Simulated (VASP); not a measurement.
# BAs (F-43m) in VASP: notebook, part 2 of 2

VASP 6.6.1. The steps go on from the part before.

## 3. G0W0 quasiparticle levels, LDA

POSCAR

```
BAs
1.0
    0.0000000000      2.3918699032      2.3918699032
    2.3918699032      0.0000000000      2.3918699032
    2.3918699032      2.3918699032      0.0000000000
B As
1 1
Direct
    0.0000000000      0.0000000000      0.0000000000
    0.2500000000      0.2500000000      0.2500000000
```

INCAR.step1

```
PREC = Accurate ; ENCUT = 500
EDIFF = 1E-8 ; ISMEAR = 0
SIGMA = 0.01 ; LREAL = False
LASPH = True ; NELM = 100
ALGO = Normal ; LWAVE = True
LCHARG = False ; GGA = CA
```

INCAR.step2

```
PREC = Accurate ; ENCUT = 500
EDIFF = 1E-8 ; ISMEAR = 0
SIGMA = 0.01 ; LREAL = False
LASPH = True ; NELM = 1
ALGO = Exact ; LWAVE = True
LCHARG = False ; GGA = CA
NBANDS = 106 ; LOPTICS = True
ISTART = 1
```

INCAR.step3

```
PREC = Accurate ; ENCUT = 500
EDIFF = 1E-8 ; ISMEAR = 0
SIGMA = 0.01 ; LREAL = False
LASPH = True ; ALGO = EVGW0
LWAVE = False ; LCHARG = False
GGA = CA ; NELMGW = 1
NBANDS = 106 ; ENCUTGW = 140.0
NOMEGA = 48 ; PRECFOCK = Fast
ISTART = 1 ; NBANDSGW = 12
```

KPOINTS

```
regular mesh
0
Gamma
  4 4 4
```

Potentials or basis: VASP PAW LDA potentials, release 64 (B_GW, As_GW).

Command:

```sh
$ cat potpaw_LDA.64/B_GW/POTCAR potpaw_LDA.64/As_GW/POTCAR > POTCAR
$ cp INCAR.step1 INCAR
$ mpirun -np 1 vasp_std > vasp.out
$ cp INCAR.step2 INCAR
$ mpirun -np 1 vasp_std > vasp.out
$ cp INCAR.step3 INCAR
$ mpirun -np 1 vasp_std > vasp.out
```

OUTCAR:

```text
PREC = Accurate
   ENCUT = 500
   EDIFF = 1E-8
   ISMEAR = 0
   LREAL = False
   LASPH = True
   GGA = CA
   NELMGW = 1
   ENCUTGW = 140.0
   PRECFOCK = Fast
   ISTART = 1

 ion  position               nearest neighbor table
   1  0.000  0.000  0.000-   2 2.07   2 2.07   2 2.07   2 2.07
   2  0.250  0.250  0.250-   1 2.07   1 2.07   1 2.07   1 2.07

  LATTYP: Found a face centered cubic cell.
 ALAT       =     4.7837398064

  Lattice vectors:

 A1 = (   0.0000000000,   2.3918699032,   2.3918699032)
 A2 = (   2.3918699032,   0.0000000000,   2.3918699032)
 A3 = (   2.3918699032,   2.3918699032,   0.0000000000)

Analysis of symmetry for initial positions (statically):
=====================================================================
 Subroutine PRICEL returns:
 Original cell was already a primitive cell.

 Routine SETGRP: Setting up the symmetry group for a
 face centered cubic supercell.

 Subroutine GETGRP returns: Found 24 space group operations
 (whereof 24 operations were pure point group operations)
 out of a pool of 48 trial point group operations.

The static configuration has the point symmetry T_d .

Analysis of symmetry for dynamics (positions and initial velocities):
=====================================================================
 Subroutine PRICEL returns:
 Original cell was already a primitive cell.

 Routine SETGRP: Setting up the symmetry group for a
 face centered cubic supercell.

 Subroutine GETGRP returns: Found 24 space group operations
[... 103 lines left out ...]
   IALGO  =     38    algorithm
   IMIX   =      4    mixing-type and parameters
     AMIX     =   0.40;   BMIX     =  1.00
     AMIX_MAG =   1.60;   BMIX_MAG =  1.00
  volume/ion in A,a.u.               =      13.68        92.34
  Fermi-wavevector in a.u.,A,eV,Ry     =   1.086486  2.053160 16.061008  1.180451
  Thomas-Fermi vector in A             =   2.222623
   LORBIT       =      0    0 simple, 1 ext, 2 COOP (PROOUT), +10 PAW based schemes
   GGA     = CA    functional components
   LHFCALC =     T    Hartree Fock is set to
   PRECFOCK=fast      Normal, Fast or Accurate (Low or Medium for compatibility)
   ENCUT4O =  -1.0   cutoff for four orbital integrals eV
   NKREDX  =     1    reduce k-point grid by
   NKREDY  =     1    reduce k-point grid by
   NKREDZ  =     1    reduce k-point grid by
   AEXX    =    1.0000 exact exchange contribution
   HFSCREEN=    0.0000 screening length (either q_TF or 0.3 A-1)
   HFSCREENC=   0.0000 screening length for correlation (either q_TF or 0.3 A-1)
   ENCUTFOCK=  -1.0 apply spherical cutoff to Coloumb kernel
   IVDW    =     0    specifies the selected vdW correction
   LEPSILON=     F    determine dielectric tensor
   LRPA    =     F    only Hartree local field effects (RPA)
   LRPAFORCE           =     F    calculate RPA forces
   ENCUTGW             = 140.0    cutoff for response function in eV
   ENCUTGWSOFT         = 112.0    soft cutoff for Coulomb kernel in GW response function in eV
   ENCUTLF             =  -1.0    cutoff for local field effects
   NELMGW              =     1    number of iterations in solving QP/BSE equation
   NELMHF              =     1    number of iterations in the inner HF iteration
   NKREDLFX            =     1    NKREDLFY  =   1   NKREDLFZ  =   1
 non-spin polarized calculation
 Gauss-broadening in eV      SIGMA  =   0.01
  energy-cutoff  :      500.00
  volume of cell :       27.37
 maximum number of plane-waves:       725
 NGX is ok and might be reduce to    28
  NGX = 14; NGY = 14; NGZ = 14
   NGX = 13   NGY = 13   NGZ = 13
 maximum number of plane-waves:       113
 NGX is ok and might be reduce to    14

 QP shifts <psi_nk| G(iteration)W_0 |psi_nk>: iteration 1
 for sc-GW calculations column KS-energies equals QP-energies in previous step
 and V_xc(KS)=  KS-energies - (<T + V_ion + V_H > + <T+V_H+V_ion>^1  + <V_x>^1)

 k-point   1 :       0.0000    0.0000    0.0000
  band No.  KS-energies  QP-energies   sigma(KS)   V_xc(KS)     V^pw_x(r,r')   Z            occupation Imag(sigma)

      1      -9.1690      -9.7959     -12.7418     -11.8700     -19.5432       0.7191       2.0000       1.2643
      2       6.1859       5.8715     -13.2146     -12.8147     -14.2652       0.7861       2.0000       0.0827
      3       6.1859       5.8715     -13.2146     -12.8147     -14.2652       0.7861       2.0000       0.0827
      4       6.1859       5.8715     -13.2146     -12.8147     -14.2652       0.7861       2.0000       0.0827
      5       9.4134       9.9253     -11.0080     -11.6613      -6.5799       0.7836       0.0000      -0.0728
      6       9.4134       9.9253     -11.0080     -11.6613      -6.5799       0.7836       0.0000      -0.0728
      7       9.4134       9.9253     -11.0080     -11.6613      -6.5799       0.7836       0.0000      -0.0728
      8      10.8073      11.4964     -11.8556     -12.7671      -6.4307       0.7559       0.0000      -0.1165
      9      15.4827      15.8287      -8.9670      -9.4077      -3.0698       0.7850       0.0000      -0.2821
     10      19.1758      19.3209     -10.3595     -10.5465      -4.3374       0.7766       0.0000      -0.3430
     11      19.1758      19.3209     -10.3595     -10.5465      -4.3374       0.7766       0.0000      -0.3430
     12      20.3865      20.6854      -8.9832      -9.3630      -2.4937       0.7868       0.0000      -0.5248
[... 100 lines left out ...]
      1      -4.8888      -5.2174     -13.1094     -12.6613     -18.2848       0.7332       2.0000       0.6408
      2      -1.7376      -2.4726     -13.1885     -12.1780     -17.4354       0.7274       2.0000       0.3818
      3       0.6847       0.1944     -12.0106     -11.3669     -14.6413       0.7617       2.0000       0.1610
      4       0.9821       0.4893     -12.0903     -11.4417     -14.6185       0.7597       2.0000       0.1510
      5      11.3420      11.7080     -10.4426     -10.9148      -5.3033       0.7752       0.0000      -0.1150
      6      12.0124      12.7429     -11.3010     -12.2669      -5.6382       0.7563       0.0000      -0.1470
      7      12.8414      13.1782      -9.9723     -10.4003      -4.9083       0.7867       0.0000      -0.1374
      8      13.1788      13.6084     -11.0801     -11.6433      -5.3636       0.7626       0.0000      -0.1882
      9      18.2726      18.8670     -11.4001     -12.2023      -4.2170       0.7410       0.0000      -0.4921
     10      21.5157      22.1245     -11.3521     -12.1569      -4.1979       0.7565       0.0000      -0.7316
     11      21.7197      22.0631     -10.3649     -10.8177      -3.3045       0.7585       0.0000      -0.6490
     12      24.9391      25.4335     -10.5442     -11.1963      -3.4011       0.7581       0.0000      -0.9226
```

OUTCAR.step1:

```text
PREC = Accurate
   ENCUT = 500
   EDIFF = 1E-8
   ISMEAR = 0
   LREAL = False
[... 291 lines left out ...]
      0.00000      0.00000      0.00000         0.000000      0.000000      0.000000
      1.19593      1.19593      1.19593        -0.000000     -0.000000     -0.000000
 -----------------------------------------------------------------------------------
    total drift:                               -0.000000     -0.000000     -0.000000

  FREE ENERGIE OF THE ION-ELECTRON SYSTEM (eV)
  ---------------------------------------------------
  free  energy   TOTEN  =       -12.7517840013 eV

  energy  without entropy=      -12.7517840013  energy(sigma->0) =      -12.75178400
```

Run time: 48 s. Hardware: 1 thread of Intel Xeon 6975P-C, shared host; peak memory 0.24 GiB.

Results:

```
Band gap on the k mesh, mean-field level : 1.32 eV, indirect (least direct gap 3.23 eV)
Quasiparticle gap                        : 1.99 eV
Least direct quasiparticle gap           : 4.05 eV
```

Levels at points of the mesh, in eV from the valence-band top:
```
           k point  band 1  band 2  band 3  band 4  band 5  band 6  band 7  band 8
(0.00, 0.00, 0.00)  -15.35    0.00    0.00    0.00    3.23    3.23    3.23    4.62
(0.50, 0.00, 0.00)  -12.51   -8.74   -1.81   -1.81    2.65    4.72    4.72    8.66
(0.50, 0.50, 0.00)  -11.24   -8.41   -4.07   -4.07    1.32    1.39   11.19   11.19
```

Caveat: the k points lie up to 0.57 Å⁻¹ apart; bands, screening cutoff and mesh are small and nothing is extrapolated, so the quasiparticle values aren't converged. A k mesh can miss the band edges.
